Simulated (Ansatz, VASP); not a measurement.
# One calculation of TiGe4, two programs

File INCAR:

```
PREC = Accurate
ENCUT = 600
EDIFF = 1E-6
ISMEAR = 0
SIGMA = 0.1
LREAL = F
LASPH = T
NELM = 80
ALGO = Normal
ISIF = 3
LWAVE = F
LCHARG = F
GGA = PE
IBRION = 2
NSW = 90
EDIFFG = -0.04
```

The input KPOINTS:

```
regular mesh
0
Gamma
  4 4 4
```

POSCAR

```
TiGe4
1.0
   -3.0628899500      3.0628899500      3.0628899500
    3.0628899500     -3.0628899500      3.0628899500
    3.0628899500      3.0628899500     -3.0628899500
Ti Ge
1 4
Direct
    0.0000000000      0.0000000000      0.0000000000
    0.3495999900      0.3495999900      0.3495999900
    0.6504000100      0.0000000000      0.0000000000
    0.0000000000      0.0000000000      0.6504000100
    0.0000000000      0.6504000100      0.0000000000
```

Input for Ansatz:

```yaml
crystal:
  lattice:
    - [-3.06288995, 3.06288995, 3.06288995]
    - [3.06288995, -3.06288995, 3.06288995]
    - [3.06288995, 3.06288995, -3.06288995]
  atoms:
    - { symbol: Ti, position: [0.0, 0.0, 0.0] }
    - { symbol: Ge, position: [0.34959999, 0.34959999, 0.34959999] }
    - { symbol: Ge, position: [0.65040001, 0.0, 0.0] }
    - { symbol: Ge, position: [0.0, 0.0, 0.65040001] }
    - { symbol: Ge, position: [0.0, 0.65040001, 0.0] }
basis:
  ecutwfc: 420
kpoints:
  mp_grid: { grid: [4, 4, 4] }
hamiltonian:
  xc: pbe
scf:
  occupations: { method: gaussian, width: 0.1 }
  lower_state_search: "off"
output:
  forces: true
  stress: true
  eigenvalues: true
relax:
  adjacent_minimum: "off"
  f_tol: 0.04
  max_steps: 70
  cell: { stress_tol: 0.4 }
```

Change from the starting cell: species swapped into the GeF4 type (I-43m, No. 217).

Alike in both runs: task relaxation of cell and atoms; functional PBE; k mesh 4 × 4 × 4; occupations gaussian, width 0.1 eV; no spin polarisation.

|  | VASP | Ansatz |
| --- | --- | --- |
| version | VASP 6.6.1 | Ansatz 0.2.0 |
| potentials or method | VASP PAW PBE potentials, release 64 (Ti_sv, Ge_d), cutoff 600 eV | scalar-relativistic, plane waves, PAW |
| valence electrons in the cell | 68 | 68 |

```tsv
	VASP	Ansatz	Ansatz less VASP
gap on the k mesh at the Fermi level, each at its own relaxed structure (eV)	none	none	-
relaxed volume (Å³/atom)	20.60	20.63	+0.029
relaxed length of the cell vector where the two differ most in proportion (Å)	5.115	5.117	+0.0024
```

A gap of «none» marks a metal or a gap that the smearing closes.

The k mesh is coarse, so the values compare programs but aren't converged.
